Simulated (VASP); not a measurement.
The system is Li4Zr3O.

```
Li Zr O
1.0
     3.05472    0.00000    0.00000
    -1.52736    2.64547    0.00000
     0.00000    0.00000   16.70551
Li Zr O
4 3 1
Cartesian
  0.0000 0.0000 14.3667
  1.5274 0.8818 7.3003
  0.0000 1.7636 9.6558
  1.5274 0.8818 12.0113
  0.0000 1.7636 0.0000
  1.5274 0.8818 2.4557
  0.0000 1.7636 4.8947
  0.0000 0.0000 1.2195
```

* Program: VASP 6.6.1
* Task: relaxation of cell and atoms
* Functional: PBE
* Potentials or basis: VASP PAW PBE potentials, release 64 (Li_sv, Zr_sv, O)
* Cutoff: 600 eV
* k mesh: 6 × 6 × 1
* Occupations: gaussian, width 0.2 eV
* Spin: no spin polarisation

At the start: pressure 16.4 GPa; volume 16.87 Å³/atom.

How do energy, volume and symmetry change on relaxing?

Over 7 steps the energy falls by 145.9 meV/atom and the volume is 19.88 Å³/atom (+17.8 %); space group P3m1 (No. 156, to 0.1 Å) before and after.

The path:
```tsv
step	energy change (eV)	largest force (eV/Å)	pressure (GPa)	volume (Å³)
1	0.0000	2.5915	16.40	135.00
2	-0.8554	1.0526	-5.17	171.64
3	-1.1366	0.2903	0.15	157.49
4	-1.1496	0.2107	0.06	158.02
5	-1.1645	0.1350	-0.13	159.40
6	-1.1646	0.1324	-0.14	159.49
7	-1.1670	0.0578	0.09	159.02
```

Final structure:
```yaml
crystal:
  lattice:
    - [3.20833, 0.00000, 0.00000]
    - [-1.60416, 2.77849, 0.00000]
    - [0.00000, 0.00000, 17.83885]
  atoms:
    - { symbol: Li, position: [0.00000, 0.00000, 0.85611] }
    - { symbol: Li, position: [0.66667, 0.33333, 0.44001] }
    - { symbol: Li, position: [0.33333, 0.66667, 0.57892] }
    - { symbol: Li, position: [0.66667, 0.33333, 0.71824] }
    - { symbol: Zr, position: [0.33333, 0.66667, 0.99750] }
    - { symbol: Zr, position: [0.66667, 0.33333, 0.14885] }
    - { symbol: Zr, position: [0.33333, 0.66667, 0.29232] }
    - { symbol: O, position: [0.00000, 0.00000, 0.07505] }
```

Caveat: the k points lie up to 0.38 Å⁻¹ apart in the final cell; the cutoff is under 1.25 times the usual one of these potentials, so pressure, stress and relaxed cells hold a basis-set (Pulay) error; the volume moved by over 15 % at a fixed basis, so the end points are rough; the relaxation stopped at a loose force limit of 0.08 eV/Å, so its end isn't a converged minimum.
